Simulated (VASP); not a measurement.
A run of VASP 6.6.1 is set up as follows.

File INCAR:

```
SYSTEM = Be
PREC = Accurate
ENCUT = 600
EDIFF = 1E-6
ISMEAR = 0
SIGMA = 0.02
LREAL = .FALSE.
LASPH = .TRUE.
NELM = 80
ALGO = Fast
ISIF = 3
LWAVE = .FALSE.
LCHARG = .FALSE.
GGA = PS
IBRION = 2
NSW = 80
EDIFFG = -0.01
```

File KPOINTS:

```
regular mesh
0
G
  20 20 20
  0 0 0
```

The input POSCAR:

```
Be
1.0
    0.0000000000      1.5735119391      1.5735119391
    1.5735119391      0.0000000000      1.5735119391
    1.5735119391      1.5735119391      0.0000000000
Be
1
Direct
    0.0000000000      0.0000000000      0.0000000000
```

Potentials or basis: VASP PAW PBE potentials, release 64 (Be).

The run is started by

```console
$ cat potpaw_PBE.64/Be/POTCAR > POTCAR
$ mpirun -np 1 vasp_std > vasp.out
```

(1) What does it give for the band gap on the k mesh?

(2) Estimate the relaxed volume.

(3) What does it give for the relaxed cell?

Answers

(1) zero (bands 1 and 2 overlap by 1.01 eV).

(2) 7.81 Å³/atom.

(3) a = 2.227 Å, b = 2.227 Å, c = 2.227 Å, α = 60.00°, β = 60.00°, γ = 60.00°.

Caveat: the PAW data sets were made with another functional, which shifts forces and pressure a little.
